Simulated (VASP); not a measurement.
# SnSe (Fm-3m) in VASP: further runs

The runs below take SnSe through single point, relaxation of cell and atoms, with HSE06.

Everything below comes from runs of VASP 6.6.1. Logs are shortened: lines on timing, memory, paths and dates and some standing lists are left out, and cuts for length are marked.

**1. The cell of the first run**

It takes space group Fm-3m (No. 225, cubic). The conventional cell has a = 5.951 Å, b = 5.951 Å, c = 5.951 Å, α = 90.00°, β = 90.00°, γ = 90.00°. Sn (site symmetry m-3m) has 6 Se at 2.98 Å within 3.9 Å. Within 3.9 Å of Se (site symmetry m-3m) lie 6 Sn at 2.98 Å.

**2. Single point, HSE06**

Contents of POSCAR:

```
SnSe
1.0
    0.0000000000      2.9753725328      2.9753725328
    2.9753725328      0.0000000000      2.9753725328
    2.9753725328      2.9753725328      0.0000000000
Sn Se
1 1
Direct
    0.0000000000      0.0000000000      0.0000000000
    0.5000000000      0.5000000000      0.5000000000
```

Contents of INCAR.step1:

```
SYSTEM = SnSe
  ALGO = Normal
  EDIFF = 1E-5
  ENCUT = 520
  GGA = PE
  ISIF = 2
  ISMEAR = -1
  LASPH = .True.
  LCHARG = .False.
  LREAL = .False.
  LWAVE = .True.
  NBANDS = 17
  NELM = 60
  PREC = Accurate
  SIGMA = 0.02
```

Contents of INCAR.step2:

```
SYSTEM = SnSe
  ALGO = Normal
  EDIFF = 1E-6
  ENCUT = 520
  GGA = PE
  HFSCREEN = 0.2079
  ISIF = 2
  ISMEAR = -1
  ISTART = 1
  LASPH = .True.
  LCHARG = .False.
  LHFCALC = .True.
  LREAL = .False.
  LWAVE = .False.
  NBANDS = 17
  NELM = 60
  PREC = Accurate
  PRECFOCK = Normal
  SIGMA = 0.02
```

Contents of KPOINTS:

```
k-points
0
Gamma
  4 4 4
  0 0 0
```

Potentials or basis: VASP PAW PBE potentials, release 64 (Sn_d, Se).

Started as:

```sh
$ cat potpaw_PBE.64/Sn_d/POTCAR potpaw_PBE.64/Se/POTCAR > POTCAR
$ cp INCAR.step1 INCAR
$ mpirun -np 1 vasp_std > vasp.out
$ cp INCAR.step2 INCAR
$ mpirun -np 1 vasp_std > vasp.out
```

OUTCAR:

```text
SYSTEM = SnSe
   EDIFF = 1E-6
   ENCUT = 520
   GGA = PE
   HFSCREEN = 0.2079
   ISIF = 2
   ISMEAR = -1
   ISTART = 1
   LASPH = .True.
   LHFCALC = .True.
   LREAL = .False.
   NELM = 60
   PREC = Accurate
   PRECFOCK = Normal

 ion  position               nearest neighbor table
   1  0.000  0.000  0.000-   2 2.98   2 2.98   2 2.98   2 2.98   2 2.98   2 2.98
   2  0.500  0.500  0.500-   1 2.98   1 2.98   1 2.98   1 2.98   1 2.98   1 2.98

  LATTYP: Found a face centered cubic cell.
 ALAT       =     5.9507450656

  Lattice vectors:

 A1 = (   0.0000000000,   2.9753725328,   2.9753725328)
 A2 = (   2.9753725328,   0.0000000000,   2.9753725328)
 A3 = (   2.9753725328,   2.9753725328,   0.0000000000)

Analysis of symmetry for initial positions (statically):
=====================================================================
 Subroutine PRICEL returns:
 Original cell was already a primitive cell.

 Routine SETGRP: Setting up the symmetry group for a
 face centered cubic supercell.

 Subroutine GETGRP returns: Found 48 space group operations
 (whereof 48 operations were pure point group operations)
 out of a pool of 48 trial point group operations.

The static configuration has the point symmetry O_h .

Analysis of symmetry for dynamics (positions and initial velocities):
=====================================================================
 Subroutine PRICEL returns:
 Original cell was already a primitive cell.

 Routine SETGRP: Setting up the symmetry group for a
 face centered cubic supercell.

 Subroutine GETGRP returns: Found 48 space group operations
 (whereof 48 operations were pure point group operations)
 out of a pool of 48 trial point group operations.

The dynamic configuration has the point symmetry O_h .

 Subroutine INISYM returns: Found 48 space group operations
 (whereof 48 operations are pure point group operations),
 and found     1 'primitive' translations

----------------------------------------------------------------------------------------

                                     Primitive cell

  volume of cell :      52.6810

  direct lattice vectors                    reciprocal lattice vectors
     0.000000000  2.975372533  2.975372533    -0.168046184  0.168046184  0.168046184
     2.975372533  0.000000000  2.975372533     0.168046184 -0.168046184  0.168046184
     2.975372533  2.975372533  0.000000000     0.168046184  0.168046184 -0.168046184

  length of vectors
     4.207812189  4.207812189  4.207812189     0.291064529  0.291064529  0.291064529

  position of ions in fractional coordinates (direct lattice)
     0.000000000  0.000000000  0.000000000
     0.500000000  0.500000000  0.500000000

  ion indices of the primitive-cell ions
   primitive index   ion index
                 1           1
                 2           2

----------------------------------------------------------------------------------------

 KPOINTS: k-points

Automatic generation of k-mesh.
 Grid dimensions read from file:
 generate k-points for:    4    4    4

 Generating k-lattice:

  Cartesian coordinates                     Fractional coordinates (reciprocal lattice)
    -0.042011546  0.042011546  0.042011546     0.250000000  0.000000000  0.000000000
     0.042011546 -0.042011546  0.042011546     0.000000000  0.250000000  0.000000000
     0.042011546  0.042011546 -0.042011546     0.000000000  0.000000000  0.250000000

  Length of vectors
     0.072766132  0.072766132  0.072766132

  Shift w.r.t. Gamma in fractional coordinates (k-lattice)
     0.000000000  0.000000000  0.000000000

 Subroutine IBZKPT returns following result:
 ===========================================

 Found      8 irreducible k-points:

 Following reciprocal coordinates:
            Coordinates               Weight
  0.000000  0.000000  0.000000      1.000000
  0.250000  0.000000  0.000000      8.000000
  0.500000  0.000000  0.000000      4.000000
  0.250000  0.250000  0.000000      6.000000
  0.500000  0.250000  0.000000     24.000000
 -0.250000  0.250000  0.000000     12.000000
  0.500000  0.500000  0.000000      3.000000
 -0.250000  0.500000  0.250000      6.000000
   k-points           NKPTS =      8   k-points in BZ     NKDIM =     64   number of bands    NBANDS=     17
   number of dos      NEDOS =    301   number of ions     NIONS =      2
   total plane-waves  NPLWV =  32768
   dimension x,y,z NGX =    32 NGY =   32 NGZ =   32
   dimension x,y,z NGXF=    64 NGYF=   64 NGZF=   64
   ions per type =               1   1
   NGX,Y,Z   is equivalent  to a cutoff of  12.64, 12.64, 12.64 a.u.
   NGXF,Y,Z  is equivalent  to a cutoff of  25.29, 25.29, 25.29 a.u.
 SYSTEM =  SnSe
   PREC   = accura    normal or accurate (medium, high low for compatibility)
   ISTART =      1    job   : 0-new  1-cont  2-samecut
   ICHARG =      0    charge: 1-file 2-atom 10-const
   ISPIN  =      1    spin polarized calculation?
   LNONCOLLINEAR =      F non collinear calculations
   LSORBIT =      F    spin-orbit coupling
   LASPH  =      T    aspherical Exc in radial PAW
   ENCUT  =  520.0 eV  38.22 Ry    6.18 a.u.   7.82  7.82  7.82*2*pi/ulx,y,z
   NELM   =     60;   NELMIN=  2; NELMDL=  0     # of ELM steps
   EDIFF  = 0.1E-05   stopping-criterion for ELM
   LREAL  =      F    real-space projection
   EDIFFG = 0.1E-04   stopping-criterion for IOM
   NSW    =      0    number of steps for IOM
   IBRION =     -1    ionic relax: 0-MD 1-quasi-New 2-CG
   NFREE  =      0    steps in history (QN), initial steepest desc. (CG)
   ISIF   =      2    stress and relaxation
   ISYM   =      3    0-nonsym 1-usesym 2-fastsym
   POTIM  = 0.5000    time-step for ionic-motion
   TEBEG  =    0.0;   TEEND  =   0.0 temperature during run
   PSTRESS=    0.0 pullay stress
   NELECT =      20.0000    total number of electrons
   NUPDOWN=      -1.0000    fix difference up-down
   EMIN   =  10.00;   EMAX   =-10.00  energy-range for DOS
   EFERMI =   0.00;   METHOD = LEGACY
   ISMEAR =    -1;   SIGMA  =   0.02  broadening in eV -4-tet -1-fermi 0-gaus
   EFERMI_NEDOS =   21; number of points for ismear=-14 and -15
   IALGO  =     38    algorithm
   IMIX   =      1    mixing-type and parameters
     AMIX     =   0.40;   BMIX     =  1.00
     AMIX_MAG =   1.60;   BMIX_MAG =  1.00
  volume/ion in A,a.u.               =      26.34       177.75
  Fermi-wavevector in a.u.,A,eV,Ry     =   1.185405  2.240091 19.118708  1.405185
  Thomas-Fermi vector in A             =   2.321600
   LORBIT       =      0    0 simple, 1 ext, 2 COOP (PROOUT), +10 PAW based schemes
   GGA     = PE    functional components
   LHFCALC =     T    Hartree Fock is set to
   PRECFOCK=normal    Normal, Fast or Accurate (Low or Medium for compatibility)
   ENCUT4O =  -1.0   cutoff for four orbital integrals eV
   NKREDX  =     1    reduce k-point grid by
   NKREDY  =     1    reduce k-point grid by
   NKREDZ  =     1    reduce k-point grid by
   AEXX    =    0.2500 exact exchange contribution
   HFSCREEN=    0.2079 screening length (either q_TF or 0.3 A-1)
   HFSCREENC=   0.2079 screening length for correlation (either q_TF or 0.3 A-1)
   ENCUTFOCK=  -1.0 apply spherical cutoff to Coloumb kernel
   IVDW    =     0    specifies the selected vdW correction
   LEPSILON=     F    determine dielectric tensor
   LRPA    =     F    only Hartree local field effects (RPA)
 non-spin polarized calculation
  energy-cutoff  :      520.00
  volume of cell :       52.68
 maximum number of plane-waves:      1428
  NGX = 24; NGY = 24; NGZ = 24

 number of electron      20.0000007 magnetization

 Free energy of the ion-electron system (eV)
  ---------------------------------------------------
  ext. energy  EPLUGINS =         0.00000000
  ---------------------------------------------------
  free energy    TOTEN  =        -9.79960290 eV

  energy without entropy =       -9.79960289  energy(sigma->0) =       -9.79960289

 E-fermi :   6.2924     XC(G=0):  -8.1427

 val. band max:        5.9595803060   @ k =   0.5000   0.0000   0.0000
 cond. band min:       6.6250885491   @ k =   0.5000   0.0000   0.0000
 fundamental gap:      0.6655082430
 Fermi energy:         6.2923580224

 k-point     1 :       0.0000    0.0000    0.0000
  band No.  band energies     occupation
      1     -18.1469      2.00000
      2     -18.1469      2.00000
      3     -18.1380      2.00000
      4     -18.1380      2.00000
      5     -18.1380      2.00000
      6      -9.9595      2.00000
      7       0.4632      2.00000
      8       3.0458      2.00000
      9       3.0458      2.00000
     10       3.0458      2.00000
     11      10.9255      0.00000
     12      10.9255      0.00000
     13      10.9255      0.00000
     14      12.1347      0.00000
     15      12.1347      0.00000
     16      12.1347      0.00000
     17      14.5588      0.00000

 k-point     2 :       0.2500    0.0000    0.0000
  band No.  band energies     occupation
      1     -18.1517      2.00000
      2     -18.1517      2.00000
      3     -18.1368      2.00000
      4     -18.1314      2.00000
      5     -18.1314      2.00000
      6      -9.4801      2.00000
      7      -1.7753      2.00000
      8       3.1377      2.00000
      9       3.1377      2.00000
     10       4.7607      2.00000
     11       8.3994      0.00000
     12       8.6916      0.00000
     13       8.6916      0.00000
     14      12.4845      0.00000
     15      13.5952      0.00000
     16      13.5952      0.00000
     17      18.1847      0.00000

 k-point     3 :       0.5000    0.0000    0.0000
  band No.  band energies     occupation
      1     -18.1572      2.00000
      2     -18.1572      2.00000
      3     -18.1358      2.00000
      4     -18.1241      2.00000
      5     -18.1241      2.00000
      6      -8.8379      2.00000
      7      -3.4159      2.00000
      8       3.2980      2.00000
      9       3.2980      2.00000
     10       5.9596      2.00000
     11       6.6251      0.00000
     12       7.3528      0.00000
     13       7.3528      0.00000
     14      14.7928      0.00000
     15      16.8412      0.00000
     16      16.8412      0.00000
     17      16.8692      0.00000

 k-point     4 :       0.2500    0.2500    0.0000
  band No.  band energies     occupation
      1     -18.1632      2.00000
      2     -18.1426      2.00000
      3     -18.1419      2.00000
      4     -18.1280      2.00000
      5     -18.1280      2.00000
      6      -9.3192      2.00000
      7      -1.3884      2.00000
      8       2.1378      2.00000
      9       2.1378      2.00000
     10       3.8501      2.00000
     11       8.3846      0.00000
     12      10.0142      0.00000
     13      11.0377      0.00000
     14      11.0377      0.00000
     15      15.4732      0.00000
     16      15.7455      0.00000
     17      15.7455      0.00000

 k-point     5 :       0.5000    0.2500    0.0000
  band No.  band energies     occupation
      1     -18.1700      2.00000
      2     -18.1471      2.00000
      3     -18.1380      2.00000
      4     -18.1247      2.00000
      5     -18.1215      2.00000
      6      -8.6791      2.00000
      7      -2.5459      2.00000
      8       0.9983      2.00000
      9       2.1335      2.00000
     10       3.3446      2.00000
     11       8.9867      0.00000
     12       9.6338      0.00000
     13      10.7962      0.00000
     14      11.7992      0.00000
     15      16.5618      0.00000
     16      17.3382      0.00000
     17      18.1586      0.00000

 k-point     6 :      -0.2500    0.2500    0.0000
  band No.  band energies     occupation
      1     -18.1588      2.00000
      2     -18.1539      2.00000
      3     -18.1327      2.00000
      4     -18.1280      2.00000
      5     -18.1273      2.00000
      6      -8.8925      2.00000
      7      -2.5843      2.00000
      8       1.0064      2.00000
      9       3.1605      2.00000
     10       5.1692      2.00000
     11       7.3480      0.00000
     12       7.9141      0.00000
     13      10.6648      0.00000
     14      14.0915      0.00000
     15      14.1313      0.00000
     16      15.8341      0.00000
     17      17.0370      0.00000

 k-point     7 :       0.5000    0.5000    0.0000
  band No.  band energies     occupation
      1     -18.1847      2.00000
      2     -18.1458      2.00000
      3     -18.1383      2.00000
      4     -18.1176      2.00000
      5     -18.1176      2.00000
      6      -8.4901      2.00000
      7      -0.7866      2.00000
      8      -0.7246      2.00000
      9       1.3949      2.00000
     10       1.3949      2.00000
     11       9.0235      0.00000
     12      12.1019      0.00000
     13      12.1019      0.00000
     14      12.7695      0.00000
     15      17.1223      0.00000
     16      18.6101      0.00000
     17      19.3793      0.00000

 k-point     8 :      -0.2500    0.5000    0.2500
  band No.  band energies     occupation
      1     -18.1731      2.00000
      2     -18.1473      2.00000
      3     -18.1320      2.00000
      4     -18.1320      2.00000
      5     -18.1176      2.00000
      6      -8.4570      2.00000
      7      -1.9863      2.00000
      8       0.1623      2.00000
      9       0.1623      2.00000
     10       4.7894      2.00000
     11       7.6932      0.00000
     12      11.1838      0.00000
     13      11.1838      0.00000
     14      13.9137      0.00000
     15      13.9137      0.00000
     16      18.1098      0.00000
     17      19.5230      0.00000

------------------------ aborting loop because EDIFF is reached ----------------------------------------

  FORCE on cell =-STRESS in cart. coord.  units (eV):
  Direction    XX          YY          ZZ          XY          YZ          ZX
  --------------------------------------------------------------------------------------
  -------------------------------------------------------------------------------------
  Total       -0.0356201     -0.0356201     -0.0356201     -0.0000000      0.0000000      0.0000000
  in kB       -1.0833072     -1.0833072     -1.0833072     -0.0000000      0.0000000      0.0000000
  external PRESSURE =      -1.0833072 kB  Pullay stress =       0.0000000 kB

 VOLUME and BASIS-vectors are now :
 -----------------------------------------------------------------------------
  energy-cutoff  :      520.00
  volume of cell :       52.68
      direct lattice vectors                 reciprocal lattice vectors
     0.000000000  2.975372533  2.975372533    -0.168046184  0.168046184  0.168046184
     2.975372533  0.000000000  2.975372533     0.168046184 -0.168046184  0.168046184
     2.975372533  2.975372533  0.000000000     0.168046184  0.168046184 -0.168046184

 POSITION                                       TOTAL-FORCE (eV/Angst)
 -----------------------------------------------------------------------------------
      0.00000      0.00000      0.00000         0.000000      0.000000      0.000000
      2.97537      2.97537      2.97537        -0.000000     -0.000000     -0.000000
 -----------------------------------------------------------------------------------
    total drift:                               -0.000004     -0.000004     -0.000001

  FREE ENERGIE OF THE ION-ELECTRON SYSTEM (eV)
  ---------------------------------------------------
  free  energy   TOTEN  =        -9.7996028969 eV

  energy  without entropy=       -9.7996028917  energy(sigma->0) =       -9.79960289
```

It took 20 min on 1 thread of Oxide Virtual Turin-like, shared host; peak memory 0.26 GiB.

Results:

```
Free energy            : -9.7996 eV
Pressure               : -0.1 GPa
Band gap on the k mesh : 0.67 eV, direct
```

Caveat: the k points lie up to 0.46 Å⁻¹ apart; the PAW data sets were made with another functional, which shifts forces and pressure a little; spin-orbit coupling is left out, which moves the levels of the heavy elements.

**3. Relaxation of cell and atoms, HSE06**

This run uses another cell than the first one, of 27.06 Å³/atom, 1.027 times its volume.

Contents of POSCAR:

```
SnSe
1.0
    0.0000000000      3.0021130771      3.0021130771
    3.0021130771      0.0000000000      3.0021130771
    3.0021130771      3.0021130771      0.0000000000
Sn Se
1 1
Direct
    0.0000000000      0.0000000000      0.0000000000
    0.5000000000      0.5000000000      0.5000000000
```

Contents of INCAR.step1:

```
SYSTEM = SnSe
PREC     = Accurate       ! precision mode
ENCUT    = 600            ! plane-wave cutoff, eV
EDIFF    = 1E-5           ! SCF threshold, eV
ISMEAR   = -1             ! smearing method
SIGMA    = 0.02           ! smearing width, eV
LREAL    = .False.        ! projectors in reciprocal space
LASPH    = .True.         ! aspherical terms in the spheres
NELM     = 60             ! most SCF steps
ALGO     = Normal         ! electronic algorithm
LWAVE    = .True.         ! write WAVECAR
LCHARG   = .False.        ! write CHGCAR
GGA      = PE             ! functional
NBANDS   = 17             ! bands
```

Contents of INCAR.step2:

```
SYSTEM = SnSe
PREC     = Accurate       ! precision mode
ENCUT    = 600            ! plane-wave cutoff, eV
EDIFF    = 1E-6           ! SCF threshold, eV
ISMEAR   = -1             ! smearing method
SIGMA    = 0.02           ! smearing width, eV
LREAL    = .False.        ! projectors in reciprocal space
LASPH    = .True.         ! aspherical terms in the spheres
NELM     = 60             ! most SCF steps
ALGO     = Normal         ! electronic algorithm
ISIF     = 3              ! what is computed and relaxed
LWAVE    = .False.        ! write WAVECAR
LCHARG   = .False.        ! write CHGCAR
GGA      = PE             ! functional
LHFCALC  = .True.         ! exact exchange
HFSCREEN = 0.2079         ! screening, 1/A
PRECFOCK = Normal       
IBRION   = 2              ! ionic algorithm
NSW      = 80             ! ionic steps
EDIFFG   = -0.005         ! ionic threshold
ISTART   = 1
```

Contents of KPOINTS:

```
Automatic mesh
0
Gamma
  4 4 4
  0 0 0
```

Potentials or basis: VASP PAW PBE potentials, release 64 (Sn_d, Se).

Started as:

```sh
$ cat potpaw_PBE.64/Sn_d/POTCAR potpaw_PBE.64/Se/POTCAR > POTCAR
$ cp INCAR.step1 INCAR
$ mpirun -np 1 vasp_std > vasp.out
$ cp INCAR.step2 INCAR
$ mpirun -np 1 vasp_std > vasp.out
```

Run time: 58 min. Hardware: 1 thread of Oxide Virtual Turin-like, shared host; peak memory 0.31 GiB.

Results (log left out):

```
Free energy                            : -9.8000 eV
Relaxed volume                         : 26.30 Å³/atom
Relaxed cell                           : a = 4.206 Å, b = 4.206 Å, c = 4.206 Å, α = 60.00°, β = 60.00°, γ = 60.00°
Space group after relaxing (to 0.05 Å) : Fm-3m (No. 225)
Energy gained by relaxing              : 3.6 meV/atom
Ionic steps                            : 3
Pressure after relaxing                : 0.0 GPa
Band gap on the k mesh                 : 0.67 eV, direct
```

The path:
| step | energy change (eV) | largest force (eV/Å) | pressure (GPa) | volume (Å³) |
| --- | --- | --- | --- | --- |
| 1 | 0.0000 | 0.0000 | -1.49 | 54.11 |
| 2 | -0.0066 | 0.0000 | 0.48 | 52.17 |
| 3 | -0.0072 | 0.0000 | -0.01 | 52.60 |

Final structure:
```yaml
crystal:
  lattice:
    - [0.00000, 2.97390, 2.97390]
    - [2.97390, 0.00000, 2.97390]
    - [2.97390, 2.97390, 0.00000]
  atoms:
    - { symbol: Sn, position: [0.00000, 0.00000, 0.00000] }
    - { symbol: Se, position: [0.50000, 0.50000, 0.50000] }
```

Levels at points of the mesh, in eV from the valence-band top:
```tsv
k point	band 6	band 7	band 8	band 9	band 10	band 11	band 12	band 13	band 14
(0.00, 0.00, 0.00)	-15.93	-5.49	-2.92	-2.92	-2.92	4.97	4.97	4.97	6.18
(0.50, 0.00, 0.00)	-14.80	-9.38	-2.66	-2.66	0.00	0.67	1.39	1.39	8.84
(0.50, 0.50, 0.00)	-14.45	-6.75	-6.69	-4.57	-4.57	3.06	6.15	6.15	6.82
```

Caveat: the k points lie up to 0.46 Å⁻¹ apart in the final cell; the PAW data sets were made with another functional, which shifts forces and pressure a little; spin-orbit coupling is left out, which moves the levels of the heavy elements. A k mesh can miss the band edges.
